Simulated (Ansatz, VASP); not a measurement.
**SrO: VASP beside Ansatz**

The input POSCAR:

```
SrO
1.0
    0.0000000000      2.6054378704      2.6054378704
    2.6054378704      0.0000000000      2.6054378704
    2.6054378704      2.6054378704      0.0000000000
Sr O
1 1
Direct
    0.5000000000      0.5000000000      0.5000000000
    0.0000000000      0.0000000000      0.0000000000
```

Contents of INCAR.step1:

```
SYSTEM = SrO
ALGO = Normal ; EDIFF = 1E-4
ENCUT = 520 ; GGA = PE
ISMEAR = 0 ; LASPH = .TRUE.
LCHARG = .FALSE. ; LREAL = .FALSE.
LWAVE = .TRUE. ; NBANDS = 15
NELM = 80 ; PREC = Accurate
SIGMA = 0.01
```

Contents of INCAR.step2:

```
SYSTEM = SrO
ALGO = Normal ; EDIFF = 1E-6
ENCUT = 520 ; ISIF = 2
ISMEAR = 0 ; ISTART = 1
LASPH = .TRUE. ; LCHARG = .FALSE.
LMIXTAU = .TRUE. ; LREAL = .FALSE.
LWAVE = .FALSE. ; METAGGA = R2SCAN
NBANDS = 15 ; NELM = 80
PREC = Accurate ; SIGMA = 0.01
```

File KPOINTS:

```
k-points
0
G
  8 8 8
  0 0 0
```

Input for Ansatz:

```yaml
crystal:
  lattice:
    - [0.0, 2.6054378704, 2.6054378704]
    - [2.6054378704, 0.0, 2.6054378704]
    - [2.6054378704, 2.6054378704, 0.0]
  atoms:
    - { symbol: Sr, position: [0.5, 0.5, 0.5] }
    - { symbol: O, position: [0.0, 0.0, 0.0] }
kpoints:
  mp_grid: { grid: [8, 8, 8] }
hamiltonian:
  xc: r2scan
scf:
  occupations: { method: fixed }
  n_extra_bands: 4
output:
  forces: true
  stress: true
  eigenvalues: true
```

Alike in both runs: task single point; functional r2SCAN; k mesh 8 × 8 × 8; no spin polarisation.

|  | VASP | Ansatz |
| --- | --- | --- |
| version | VASP 6.6.1 | Ansatz 0.2.0 |
| potentials or method | VASP PAW PBE potentials, release 64 (Sr_sv, O) | plane waves, PAW |
| plane-wave cutoff (eV) | 520 | 500 |
| occupations | gaussian, width 0.01 eV | fixed |
| valence electrons in the cell | 16 | 16 |

Ansatz gave:

- gap on the k mesh at the Fermi level (eV): 3.81
- pressure (GPa): -2.6

Q: Estimate VASP's values.

A: gap on the k mesh at the Fermi level (eV): 3.76; pressure (GPa): -2.1.

VASP's potentials were made for PBE, not for r2SCAN.
